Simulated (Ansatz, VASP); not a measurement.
# Two plane-wave programs on SnS2

File INCAR:

```
SYSTEM = SnS2
PREC = Accurate
ENCUT = 500
EDIFF = 1E-6
ISMEAR = 0
SIGMA = 0.01
LREAL = .FALSE.
LASPH = .TRUE.
NELM = 120
ALGO = Normal
ISIF = 2
LWAVE = .FALSE.
LCHARG = .TRUE.
GGA = PE
LELF = .TRUE.
LVHAR = .TRUE.
NBANDS = 20
GGA_COMPAT = .FALSE.
```

The input KPOINTS:

```
Automatic mesh
0
G
  12 12 8
  0 0 0
```

Contents of POSCAR:

```
SnS2
1.0
    3.6390000000      0.0000000000      0.0000000000
   -1.8195000000      3.1514664444      0.0000000000
    0.0000000000      0.0000000000      5.8680000000
Sn S
1 2
Direct
    0.0000000000      0.0000000000      0.0000000000
    0.3333333333      0.6666666667      0.2500000000
    0.6666666667      0.3333333333      0.7500000000
```

Input for Ansatz:

```yaml
crystal:
  lattice:
    - [3.639, 0.0, 0.0]
    - [-1.8195, 3.1514664444, 0.0]
    - [0.0, 0.0, 5.868]
  atoms:
    - { symbol: Sn, position: [0.0, 0.0, 0.0] }
    - { symbol: S, position: [0.3333333333, 0.6666666667, 0.25] }
    - { symbol: S, position: [0.6666666667, 0.3333333333, 0.75] }
scf:
  occupations: { method: fixed }
output:
  forces: false
  stress: false
  eigenvalues: true
  optics:
    e_range: [0, 7]
    de: 0.04
    sigma: 0.1
    bands: { spectra_wanted_up_to: 8 }
    nscf_kmesh: { grid: [22, 22, 14] }
  write_density: true
  write_potential: true
  elf: true
  volumetric_format: npy
kpoints:
  mp_grid: { grid: [12, 12, 8] }
  band_path:
    path:
      - [[0.0, 0.0, 0.0], [0.5, 0.0, 0.0], [0.33333333, 0.33333333, 0.0], [0.0, 0.0, 0.0], [0.0, 0.0, 0.5], [0.5, 0.0, 0.5], [0.33333333, 0.33333333, 0.5], [0.0, 0.0, 0.5]]
      - [[0.5, 0.0, 0.5], [0.5, 0.0, 0.0]]
      - [[0.33333333, 0.33333333, 0.5], [0.33333333, 0.33333333, 0.0]]
    npoints: 14
```

Alike in both runs: task single point; functional PBE; k mesh 12 × 12 × 8; no spin polarisation.

|  | VASP | Ansatz |
| --- | --- | --- |
| version | VASP 6.6.1 | Ansatz 0.2.0 |
| potentials or method | VASP PAW PBE potentials, release 64 (Sn_d, S) | scalar-relativistic, plane waves, PAW |
| plane-wave cutoff (eV) | 500 | 420 |
| occupations | gaussian, width 0.01 eV | fixed |
| valence electrons in the cell | 26 | 26 |

```csv
,VASP,Ansatz,Ansatz less VASP
gap on the k mesh at the Fermi level (eV),1.45,1.44,-0.009
least direct gap on the mesh (eV),1.94,1.94,0.000
```
